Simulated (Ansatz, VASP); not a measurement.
# CsSi3Ru in VASP and in Ansatz

```
Cs Si Ru
1.0
     3.19305    1.84351    3.05500
    -3.19305    1.84351    3.05500
     0.00000   -3.68702    3.05500
Cs Si Ru
1 3 1
Direct
  0.97495 0.97495 0.97495
  0.45536 0.45536 0.06204
  0.06204 0.45536 0.45536
  0.45536 0.06204 0.45536
  0.55397 0.55397 0.55397
```

Change from the starting cell: the structure that the rattled cubic perovskite type (Pm-3m, No. 221) fell into.

Alike in both runs: functional PBE; k mesh 12 × 12 × 12; occupations gaussian, width 0.1 eV; no spin polarisation.

Ansatz relaxed the structure, and its values are those at the end. VASP's run is a single point on that final structure, the one shown.

|  | VASP | Ansatz |
| --- | --- | --- |
| version | VASP 6.6.1 | Ansatz 0.2.0 |
| potentials or method | VASP PAW PBE potentials, release 64 (Cs_sv, Si, Ru_pv), cutoff 500 eV | scalar-relativistic, plane waves, PAW |
| valence electrons in the cell | 35 | 37 |

```tsv
	VASP	Ansatz	Ansatz less VASP
gap on the k mesh at the Fermi level (eV)	none	none	-
pressure (GPa)	0.1	0.0	-0.11
rms of the force components (eV/Å)	0.006	0.001	-0.0054
```

A gap of «none» marks a metal or a gap that the smearing closes. VASP's potentials hold 35 valence electrons a cell and Ansatz's 37, so a difference there can come from the potentials and not from the codes.

Neither program's run includes spin-orbit coupling.
